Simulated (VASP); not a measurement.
Wanted: the native input for a VASP 6.6.1 run.

```
Task                   : relaxation of cell and atoms
Functional             : PBE
Potentials or basis    : VASP PAW PBE potentials, release 64 (Sn_d, Ge_d, P)
Cutoff                 : 600 eV
k mesh                 : 6 × 6 × 6
Occupations            : gaussian, width 0.1 eV
Spin                   : no spin polarisation
Dipole correction      : no
Further INCAR settings : ALGO = Normal; EDIFF = 1e-07; IBRION = 2; EDIFFG = -0.04; NSW = 90; ISIF = 3
```

The structure of Sn2GeP2 lies in POSCAR:

```
Sn2GeP2
1.0
   -2.5390849996      2.5390849996      4.5132999674
    2.5390849996     -2.5390849996      4.5132999674
    2.5390849996      2.5390849996     -4.5132999674
Sn Ge P
2 1 2
Direct
    0.1566563819      0.1566563819      0.0000000000
    0.8433436181      0.8433436181      0.0000000000
    0.5000000000      0.5000000000      0.0000000000
    0.7500000000      0.2500000000      0.5000000000
    0.2500000000      0.7500000000      0.5000000000
```

The cell was generated, and may not be a known phase.

These files were run (other wordings do the same):

INCAR

```
PREC = Accurate
ENCUT = 600
EDIFF = 1E-7
ISMEAR = 0
SIGMA = 0.1
LREAL = False
LASPH = True
NELM = 60
ALGO = Normal
ISIF = 3
LWAVE = False
LCHARG = False
GGA = PE
IBRION = 2
NSW = 90
EDIFFG = -0.04
```

KPOINTS

```
regular mesh
0
Gamma
  6 6 6
```

Potentials or basis: VASP PAW PBE potentials, release 64 (Sn_d, Ge_d, P).

Run with:

```bash
$ cat potpaw_PBE.64/Sn_d/POTCAR potpaw_PBE.64/Ge_d/POTCAR potpaw_PBE.64/P/POTCAR > POTCAR
$ mpirun -np 1 vasp_std > vasp.out
```

It gave:

The relaxed volume is 23.54 Å³/atom and the relaxed cell is a = 5.733 Å, b = 5.733 Å, c = 5.733 Å, α = 126.53°, β = 126.53°, γ = 79.02°. The space group after relaxing (to 0.1 Å) is I4/mmm (No. 139). The energy gained by relaxing is 4.5 meV/atom, the ionic steps are 5 and the pressure after relaxing is 0.0 GPa. The largest force after relaxing is 0.019 eV/Å. The band gap on the k mesh is zero (bands 26 and 27 overlap by 1.74 eV).

Caveat: spin-orbit coupling is left out, which moves the levels of the heavy elements.

Run time: 7.9 min on 1 thread of Intel(R) Xeon(R) Platinum 8488C (Sapphire Rapids), with other jobs on the host, peak memory 0.42 GiB.
